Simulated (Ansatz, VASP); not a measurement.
One calculation of CrPb7S8, two programs

```
Cr Pb S
1.0
     0.00000    5.92370    5.92370
     5.92370    0.00000    5.92370
     5.92370    5.92370    0.00000
Cr Pb S
1 7 8
Direct
  0.00000 0.00000 0.00000
  0.00000 0.00000 0.50000
  0.00000 0.50000 0.00000
  0.00000 0.50000 0.50000
  0.50000 0.00000 0.00000
  0.50000 0.00000 0.50000
  0.50000 0.50000 0.00000
  0.50000 0.50000 0.50000
  0.25000 0.25000 0.25000
  0.23685 0.23685 0.76315
  0.23685 0.76315 0.23685
  0.23685 0.76315 0.76315
  0.76315 0.23685 0.23685
  0.76315 0.23685 0.76315
  0.76315 0.76315 0.23685
  0.75000 0.75000 0.75000
```

Alike in both runs: task single point; functional PBEsol; k mesh 3 × 3 × 3; occupations gaussian, width 0.05 eV; collinear spin; Hubbard terms Cr d U = 3.0 eV.

|  | VASP | Ansatz |
| --- | --- | --- |
| version | VASP 6.6.1 | Ansatz 0.2.0 |
| potentials or method | VASP PAW PBE potentials, release 64 (Cr_pv, Pb_d, S), cutoff 520 eV | scalar-relativistic, plane waves, PAW |
| valence electrons in the cell | 158 | 160 |

```csv
,VASP,Ansatz,Ansatz less VASP
gap on the k mesh at the Fermi level (eV),none,none,-
pressure (GPa),-3.3,-3.3,-0.04
rms of the force components (eV/Å),0.023,0.007,-0.0169
net moment per atom (μB),0.25,0.26,+0.011
size of the moment on the site where the two differ most (μB),3.93,3.96,+0.031
```

VASP's potentials were made for PBE, not for PBEsol. Site moments also hang on the region over which each program counts them. The programs project onto different local orbitals, so the same U acts differently, and such runs can settle in different states. Atom by atom the forces differ by 0.030 eV/Å (rms over components). A gap of «none» marks a metal or a gap that the smearing closes. VASP's potentials hold 158 valence electrons a cell and Ansatz's 160, so a difference there can come from the potentials and not from the codes. Ansatz's warnings: filled band counts differ across k points, stress scf threshold loose.

Neither program's run includes spin-orbit coupling.
